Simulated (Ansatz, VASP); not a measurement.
**One calculation of C, two programs**

Contents of INCAR:

```
SYSTEM = C
PREC = Accurate ; ENCUT = 520
EDIFF = 1E-6 ; ISMEAR = -1
SIGMA = 0.05 ; LREAL = .False.
LASPH = .True. ; NELM = 60
ALGO = Normal ; ISIF = 2
LWAVE = .False. ; LCHARG = .False.
GGA = PS ; NBANDS = 11
```

KPOINTS

```
Automatic mesh
0
Gamma
  13 13 13
  0 0 0
```

POSCAR

```
C
1.0
    0.0000000000      1.7769231177      1.7769231177
    1.7769231177      0.0000000000      1.7769231177
    1.7769231177      1.7769231177      0.0000000000
C
2
Direct
    0.5000000000      0.5000000000      0.5000000000
    0.7500000000      0.7500000000      0.7500000000
```

Input for Ansatz:

```yaml
crystal:
  lattice:
    - [0.0, 1.7769231177, 1.7769231177]
    - [1.7769231177, 0.0, 1.7769231177]
    - [1.7769231177, 1.7769231177, 0.0]
  atoms:
    - { symbol: C, position: [0.5, 0.5, 0.5] }
    - { symbol: C, position: [0.75, 0.75, 0.75] }
hamiltonian:
  xc: pbesol
  pseudopotentials:
    kind: paw
    azcp:
      C: "pseudopotentials/C.paw.azcp"
basis:
  ecutwfc: 420
  fft_grid_basis: typed
kpoints:
  mp_grid: { grid: [13, 13, 13], shift: [0, 0, 0] }
magnetization:
  spin_polarized: false
scf:
  occupations: { method: fermi_dirac, width: 0.05 }
  lower_state_search: "off"
output:
  stress: true
```

Alike in both runs: task single point; functional PBEsol; k mesh 13 × 13 × 13; occupations fermi-dirac, width 0.05 eV; no spin polarisation.

```csv
,VASP,Ansatz
version,VASP 6.6.1,Ansatz 0.2.0
potentials or method,"VASP PAW PBE potentials, release 64 (C), cutoff 520 eV","plane waves (420 eV) with PAW, scalar-relativistic"
valence electrons in the cell,8,8
```

Ansatz gave:

| Property | Result |
| --- | --- |
| pressure (GPa) | 0.0 |

Problem. Which values does VASP return?

Solution. Pressure (GPa): 1.1.

VASP's potentials were made for PBE, not for PBEsol, and Ansatz warns of the same on its side. With one functional, cell and mesh, what is left measures potentials, basis and numerics.
